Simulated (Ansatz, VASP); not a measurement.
LiF in VASP and in Ansatz

```
Li F
1.0
     0.00000    2.01400    2.01400
     2.01400    0.00000    2.01400
     2.01400    2.01400    0.00000
Li F
1 1
Cartesian
  0.0000 0.0000 0.0000
  2.0140 2.0140 2.5140
```

Change from the starting cell: all F atoms moved -0.500 Å, as atom 2 towards its neighbour atom 1 (Li) at 2.014 Å.

Alike in both runs: task single point; functional r2SCAN; k mesh 10 × 10 × 10; occupations gaussian, width 0.05 eV; no spin polarisation.

|  | VASP | Ansatz |
| --- | --- | --- |
| version | VASP 6.6.1 | Ansatz 0.2.0 |
| potentials or method | VASP PAW PBE potentials, release 64 (Li_sv, F), cutoff 520 eV | scalar-relativistic, plane waves, PAW |
| valence electrons in the cell | 10 | 10 |

|  | VASP | Ansatz | Ansatz less VASP |
| --- | --- | --- | --- |
| gap on the k mesh at the Fermi level (eV) | 9.81 | 9.67 | -0.133 |
| least direct gap on the mesh (eV) | 9.81 | 9.67 | -0.133 |
| rms of the force components (eV/Å) | 2.222 | 1.992 | -0.2296 |

VASP's potentials were made for PBE, not for r2SCAN. Atom by atom the forces differ by 0.230 eV/Å (rms over components). The functional is the same, so the differences come from potentials, cutoffs and numerics.

Noted on VASP's run: the cutoff is short for stress, so the pressure is rough.
